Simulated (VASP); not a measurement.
A run of VASP 6.6.1 is set up as follows.

The input INCAR:

```
PREC = Accurate
ENCUT = 500
EDIFF = 1E-7
ISMEAR = 0
SIGMA = 0.2
LREAL = False
LASPH = True
NELM = 120
ALGO = Normal
ISIF = 3
LWAVE = False
LCHARG = False
GGA = PE
IBRION = 2
NSW = 36
EDIFFG = -0.08
GGA_COMPAT = False
NELMIN = 4
```

KPOINTS

```
regular mesh
0
Gamma
  4 4 3
```

Contents of POSCAR:

```
Al2H
1.0
    4.4437955500      0.0000000000      0.0000000000
   -2.2218977800      3.8484398400      0.0000000000
    0.0000000000      0.0000000000      5.6017578900
Al H
4 2
Direct
    0.0000000000      0.0000000000      0.7434910400
    0.0000000000      0.0000000000      0.2565089600
    0.3333333300      0.6666666700      0.5000000000
    0.6666666700      0.3333333300      0.5000000000
    0.0000000000      0.0000000000      0.0000000000
    0.0000000000      0.0000000000      0.5000000000
```

Potentials or basis: VASP PAW PBE potentials, release 64 (Al, H).

Launch:

```bash
$ cat potpaw_PBE.64/Al/POTCAR potpaw_PBE.64/H/POTCAR > POTCAR
$ mpirun -np 1 vasp_std > vasp.out
```

Task: What does it give for the relaxed cell?

Result: a = 4.406 Å, b = 4.406 Å, c = 6.932 Å, α = 90.00°, β = 90.00°, γ = 120.00°.

Task: Estimate the space group after relaxing (to 0.05 Å).

Result: P6/mmm (No. 191).

Task: What does it give for the relaxed volume?

Result: 19.42 Å³/atom.

Task: Predict the band gap on the k mesh.

Result: Zero (band 7 reaches 3.51 eV, above the bottom of band 8 at 3.13 eV).

Step by step:
| step | energy change (eV) | largest force (eV/Å) | pressure (GPa) | volume (Å³) |
| --- | --- | --- | --- | --- |
| 1 | 0.0000 | 0.8689 | 14.95 | 95.80 |
| 2 | -1.9811 | 1.0264 | -0.57 | 116.89 |
| 3 | -1.9916 | 1.0895 | -1.13 | 118.39 |
| 4 | -1.9803 | 1.1694 | -2.06 | 121.40 |
| 5 | -1.9921 | 1.1253 | -1.46 | 119.36 |
| 6 | -2.1110 | 0.2112 | -0.67 | 117.23 |
| 7 | -2.1191 | 0.0645 | -0.33 | 116.54 |

Caveat: the k points lie up to 0.41 Å⁻¹ apart in the final cell; the volume moved by over 15 % at a fixed basis, so the end points are rough; the relaxation stopped at a loose force limit of 0.08 eV/Å, so its end isn't a converged minimum.
